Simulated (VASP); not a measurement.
# Cd2S (P-4m2) in VASP: relaxation of shape and atoms at fixed volume with PBE

Aim: the relaxation of shape and atoms at fixed volume of Cd2S with PBE.

Program: VASP 6.6.1. These are calculated values, not measurements. Logs are shortened: lines on timing, memory, paths and dates and some standing lists are left out, and cuts for length are marked.

## (1) The cell of the first run

It takes space group P-4m2 (No. 115, tetragonal). The conventional cell has a = 4.144 Å, b = 4.144 Å, c = 9.215 Å, α = 90.00°, β = 90.00°, γ = 90.00°. Cd (site symmetry 2mm) has 2 S at 2.64 Å and 5 Cd at 2.82 to 3.25 Å within 3.5 Å. Cd (site symmetry -4m2) has 4 S at 2.59 Å within 3.4 Å. Within 4.3 Å of Cd (site symmetry -4m2) lie 12 Cd at 3.25 to 4.14 Å and 4 S at 3.68 Å. S (site symmetry 2mm) has 4 Cd at 2.59 to 2.64 Å within 3.4 Å.

## (2) Relaxation of shape and atoms at fixed volume, PBE (volume scaled by 1.03)

INCAR

```
PREC = Accurate ; ENCUT = 600
EDIFF = 1E-6 ; ISMEAR = 0
SIGMA = 0.1 ; LREAL = False
LASPH = True ; NELM = 60
ALGO = Normal ; ISIF = 4
LWAVE = False ; LCHARG = False
GGA = PE ; IBRION = 2
NSW = 50 ; EDIFFG = -0.01
```

KPOINTS

```
regular mesh
0
Gamma
  8 8 4
```

POSCAR

```
Cd2S
1.0
    4.1442017965      0.0000000000      0.0000000000
    0.0000000000      4.1442017965      0.0000000000
    0.0000000000      0.0000000000      9.2151223210
Cd S
4 2
Direct
    0.5000000000      0.5000000000      0.3469090716
    0.5000000000      0.5000000000      0.6530909284
    0.0000000000      0.0000000000      0.0000000000
    0.0000000000      0.0000000000      0.5000000000
    0.0000000000      0.5000000000      0.1694069859
    0.5000000000      0.0000000000      0.8305930141
```

Potentials or basis: VASP PAW PBE potentials, release 64 (Cd, S).

Run with:

```sh
> cat potpaw_PBE.64/Cd/POTCAR potpaw_PBE.64/S/POTCAR > POTCAR
> mpirun -np 1 vasp_std > vasp.out
```

OUTCAR:

```text
PREC = Accurate
   ENCUT = 600
   EDIFF = 1E-6
   ISMEAR = 0
   LREAL = False
   LASPH = True
   NELM = 60
   ISIF = 4
   GGA = PE
   IBRION = 2
   NSW = 50
   EDIFFG = -0.01

 ion  position               nearest neighbor table
   1  0.500  0.500  0.347-   5 2.64   5 2.64   2 2.82   4 3.25   4 3.25   4 3.25   4 3.25
   2  0.500  0.500  0.653-   6 2.64   6 2.64   1 2.82   4 3.25   4 3.25   4 3.25   4 3.25
   3  0.000  0.000  0.000-   5 2.59   6 2.59   5 2.59   6 2.59
   4  0.000  0.000  0.500-   1 3.25   2 3.25   1 3.25   2 3.25   1 3.25   2 3.25   1 3.25   2 3.25

   5  0.000  0.500  0.169-   3 2.59   3 2.59   1 2.64   1 2.64
   6  0.500  0.000  0.831-   3 2.59   3 2.59   2 2.64   2 2.64

  LATTYP: Found a simple tetragonal cell.
 ALAT       =     4.1442017965
 C/A-ratio  =     2.2236181474

  Lattice vectors:

 A1 = (   4.1442017965,   0.0000000000,   0.0000000000)
 A2 = (   0.0000000000,   4.1442017965,   0.0000000000)
 A3 = (   0.0000000000,   0.0000000000,   9.2151223210)

Analysis of symmetry for initial positions (statically):
=====================================================================
 Subroutine PRICEL returns:
 Original cell was already a primitive cell.

 Routine SETGRP: Setting up the symmetry group for a
 simple tetragonal supercell.

 Subroutine GETGRP returns: Found  8 space group operations
 (whereof  8 operations were pure point group operations)
 out of a pool of 16 trial point group operations.

The static configuration has the point symmetry D_2d.

Analysis of symmetry for dynamics (positions and initial velocities):
=====================================================================
 Subroutine PRICEL returns:
 Original cell was already a primitive cell.

 Routine SETGRP: Setting up the symmetry group for a
 simple tetragonal supercell.

 Subroutine GETGRP returns: Found  8 space group operations
 (whereof  8 operations were pure point group operations)
 out of a pool of 16 trial point group operations.

The dynamic configuration has the point symmetry D_2d.

 Subroutine INISYM returns: Found  8 space group operations
 (whereof  8 operations are pure point group operations),
 and found     1 'primitive' translations

----------------------------------------------------------------------------------------

                                     Primitive cell

  volume of cell :     158.2643

  direct lattice vectors                    reciprocal lattice vectors
     4.144201796  0.000000000  0.000000000     0.241300991  0.000000000  0.000000000
     0.000000000  4.144201796  0.000000000     0.000000000  0.241300991  0.000000000
     0.000000000  0.000000000  9.215122321     0.000000000  0.000000000  0.108517279

  length of vectors
     4.144201796  4.144201796  9.215122321     0.241300991  0.241300991  0.108517279

  position of ions in fractional coordinates (direct lattice)
     0.500000000  0.500000000  0.346909072
     0.500000000  0.500000000  0.653090928
     0.000000000  0.000000000  0.000000000
     0.000000000  0.000000000  0.500000000
     0.000000000  0.500000000  0.169406986
     0.500000000  0.000000000  0.830593014

  ion indices of the primitive-cell ions
   primitive index   ion index
                 1           1
                 2           2
                 3           3
                 4           4
                 5           5
                 6           6

----------------------------------------------------------------------------------------

 KPOINTS: regular mesh

Automatic generation of k-mesh.
 Grid dimensions read from file:
 generate k-points for:    8    8    4

 Generating k-lattice:

  Cartesian coordinates                     Fractional coordinates (reciprocal lattice)
     0.030162624  0.000000000  0.000000000     0.125000000  0.000000000  0.000000000
     0.000000000  0.030162624  0.000000000     0.000000000  0.125000000  0.000000000
     0.000000000  0.000000000  0.027129320     0.000000000  0.000000000  0.250000000

  Length of vectors
     0.030162624  0.030162624  0.027129320

  Shift w.r.t. Gamma in fractional coordinates (k-lattice)
     0.000000000  0.000000000  0.000000000

 Subroutine IBZKPT returns following result:
 ===========================================

 Found     45 irreducible k-points:

 Following reciprocal coordinates:
            Coordinates               Weight
  0.000000  0.000000  0.000000      1.000000
  0.125000  0.000000  0.000000      4.000000
  0.250000  0.000000  0.000000      4.000000
  0.375000  0.000000  0.000000      4.000000
  0.500000  0.000000  0.000000      2.000000
  0.125000  0.125000  0.000000      4.000000
[... 16 lines left out ...]
  0.375000  0.125000  0.250000     16.000000
  0.500000  0.125000  0.250000      8.000000
 [... further k-points ...]
   k-points           NKPTS =     45   k-points in BZ     NKDIM =     45   number of bands    NBANDS=     36
   number of dos      NEDOS =    301   number of ions     NIONS =      6
   total plane-waves  NPLWV = 103680
   dimension x,y,z NGX =    36 NGY =   36 NGZ =   80
   dimension x,y,z NGXF=    72 NGYF=   72 NGZF=  160
   ions per type =               4   2
   NGX,Y,Z   is equivalent  to a cutoff of  14.44, 14.44, 14.43 a.u.
   NGXF,Y,Z  is equivalent  to a cutoff of  28.88, 28.88, 28.86 a.u.
 SYSTEM =  unknown system
   PREC   = accura    normal or accurate (medium, high low for compatibility)
   ISTART =      0    job   : 0-new  1-cont  2-samecut
   ICHARG =      2    charge: 1-file 2-atom 10-const
   ISPIN  =      1    spin polarized calculation?
   LNONCOLLINEAR =      F non collinear calculations
   LSORBIT =      F    spin-orbit coupling
   LASPH  =      T    aspherical Exc in radial PAW
   ENCUT  =  600.0 eV  44.10 Ry    6.64 a.u.   8.28  8.28 18.40*2*pi/ulx,y,z
   NELM   =     60;   NELMIN=  2; NELMDL= -5     # of ELM steps
   EDIFF  = 0.1E-05   stopping-criterion for ELM
   LREAL  =      F    real-space projection
   EDIFFG = -.1E-01   stopping-criterion for IOM
   NSW    =     50    number of steps for IOM
   IBRION =      2    ionic relax: 0-MD 1-quasi-New 2-CG
   NFREE  =      1    steps in history (QN), initial steepest desc. (CG)
   ISIF   =      4    stress and relaxation
   ISYM   =      2    0-nonsym 1-usesym 2-fastsym
   POTIM  = 0.5000    time-step for ionic-motion
   TEBEG  =    0.0;   TEEND  =   0.0 temperature during run
   PSTRESS=    0.0 pullay stress
   NELECT =      60.0000    total number of electrons
   NUPDOWN=      -1.0000    fix difference up-down
   EMIN   =  10.00;   EMAX   =-10.00  energy-range for DOS
   EFERMI =   0.00;   METHOD = LEGACY
   ISMEAR =     0;   SIGMA  =   0.10  broadening in eV -4-tet -1-fermi 0-gaus
   EFERMI_NEDOS =   21; number of points for ismear=-14 and -15
   IALGO  =     38    algorithm
   IMIX   =      4    mixing-type and parameters
     AMIX     =   0.40;   BMIX     =  1.00
     AMIX_MAG =   1.60;   BMIX_MAG =  1.00
  volume/ion in A,a.u.               =      26.38       178.00
  Fermi-wavevector in a.u.,A,eV,Ry     =   1.184852  2.239047 19.100885  1.403875
  Thomas-Fermi vector in A             =   2.321058
   LORBIT       =      0    0 simple, 1 ext, 2 COOP (PROOUT), +10 PAW based schemes
   GGA     = PE    functional components
   LHFCALC =     F    Hartree Fock is set to
   AEXX    =    0.0000 exact exchange contribution
   IVDW    =     0    specifies the selected vdW correction
   LEPSILON=     F    determine dielectric tensor
   LRPA    =     F    only Hartree local field effects (RPA)
 conjugate gradient relaxation of ions
 non-spin polarized calculation
 Gauss-broadening in eV      SIGMA  =   0.10
  energy-cutoff  :      600.00
  volume of cell :      158.26
 maximum number of plane-waves:      5316
 NGX is ok and might be reduce to    36
   NGX = 17   NGY = 17   NGZ = 37

--------------------------------------- Ionic step        1  -------------------------------------------

 number of electron      59.9999998 magnetization

 Free energy of the ion-electron system (eV)
  ---------------------------------------------------
  ext. energy  EPLUGINS =         0.00000000
  ---------------------------------------------------
  free energy    TOTEN  =       -12.98973629 eV

  energy without entropy =      -12.98499453  energy(sigma->0) =      -12.98736541

------------------------ aborting loop because EDIFF is reached ----------------------------------------

  FORCE on cell =-STRESS in cart. coord.  units (eV):
  Direction    XX          YY          ZZ          XY          YZ          ZX
  --------------------------------------------------------------------------------------
  -------------------------------------------------------------------------------------
  Total       -0.9110368     -0.9110368     -1.2190681      0.0000000      0.0000000      0.0000000
  in kB       -9.2228174     -9.2228174    -12.3411506      0.0000000      0.0000000      0.0000000
  external PRESSURE =     -10.2622618 kB  Pullay stress =       0.0000000 kB
[... 265 lines left out ...]
  energy  without entropy=      -12.9860400981  energy(sigma->0) =      -12.98836619

--------------------------------------- Ionic step        8  -------------------------------------------

 number of electron      60.0000003 magnetization

 Free energy of the ion-electron system (eV)
  ---------------------------------------------------
  ext. energy  EPLUGINS =         0.00000000
  ---------------------------------------------------
  free energy    TOTEN  =       -12.99074497 eV

  energy without entropy =      -12.98608120  energy(sigma->0) =      -12.98841309

 E-fermi :   2.0683     XC(G=0):  -9.2724

 val. band max:        2.0522645350   @ k =   0.1250   0.0000   0.2500
 cond. band min:       2.3072616028   @ k =   0.1250   0.1250   0.2500
 fundamental gap:      0.2549970678
 Fermi energy:         2.0683343516

 k-point     1 :       0.0000    0.0000    0.0000
  band No.  band energies     occupation
      1     -11.2292      2.00000
      2     -10.9870      2.00000
      3      -7.1283      2.00000
      4      -7.0275      2.00000
      5      -6.9303      2.00000
      6      -6.9303      2.00000
[... 925 lines left out ...]
     35       6.2787      0.00000
     36       6.2968      0.00000

 [... further k-points ...]
[... 5 lines left out ...]
  --------------------------------------------------------------------------------------
  -------------------------------------------------------------------------------------
  Total       -0.9346138     -0.9346138     -0.9464653      0.0000000      0.0000000     -0.0000000
  in kB       -9.4614974     -9.4614974     -9.5814749      0.0000000      0.0000000     -0.0000000
  external PRESSURE =      -9.5014899 kB  Pullay stress =       0.0000000 kB
[... 21 lines left out ...]
  FREE ENERGIE OF THE ION-ELECTRON SYSTEM (eV)
  ---------------------------------------------------
  free  energy   TOTEN  =       -12.9907449742 eV

  energy  without entropy=      -12.9860811994  energy(sigma->0) =      -12.98841309

 reached required accuracy - stopping structural energy minimisation
```

Run time: 16 min. Hardware: 1 thread of Intel Xeon Platinum 8259CL at 2.50GHz (Skylake/Cascade Lake), shared host; peak memory 0.48 GiB.

What came out:

- Free energy: -12.9907 eV
- Energy gained by relaxing: 0.2 meV/atom
- Ionic steps: 8
- Pressure after relaxing: -1.0 GPa
- Band gap on the k mesh: zero (band 30 reaches 2.65 eV, above the bottom of band 31 at 1.58 eV)

The path:
```csv
step,energy change (eV),largest force (eV/Å),pressure (GPa),volume (Å³)
1,0.0000,0.0219,-1.03,158.26
2,-0.0005,0.0173,-1.01,158.26
3,-0.0009,0.0241,-0.94,158.26
4,-0.0009,0.0217,-0.95,158.26
5,-0.0009,0.0202,-0.96,158.26
6,-0.0009,0.0208,-0.96,158.26
7,-0.0010,0.0127,-0.95,158.26
8,-0.0010,0.0015,-0.95,158.26
```

Final structure:
```cif
data_structure
_symmetry_space_group_name_H-M 'P 1'
_symmetry_Int_Tables_number 1
_cell_length_a 4.1557
_cell_length_b 4.1557
_cell_length_c 9.1641
_cell_angle_alpha 90.000
_cell_angle_beta 90.000
_cell_angle_gamma 90.000
_cell_volume 158.26
loop_
_atom_site_label
_atom_site_type_symbol
_atom_site_fract_x
_atom_site_fract_y
_atom_site_fract_z
_atom_site_occupancy
Cd1 Cd 0.50000 0.50000 0.34628 1
Cd2 Cd 0.50000 0.50000 0.65372 1
Cd3 Cd 0.00000 0.00000 0.00000 1
Cd4 Cd 0.00000 0.00000 0.50000 1
S1 S 0.00000 0.50000 0.16897 1
S2 S 0.50000 0.00000 0.83103 1
```

Caveat: the cell differs from its parent crystal (volume scaled by 1.03).
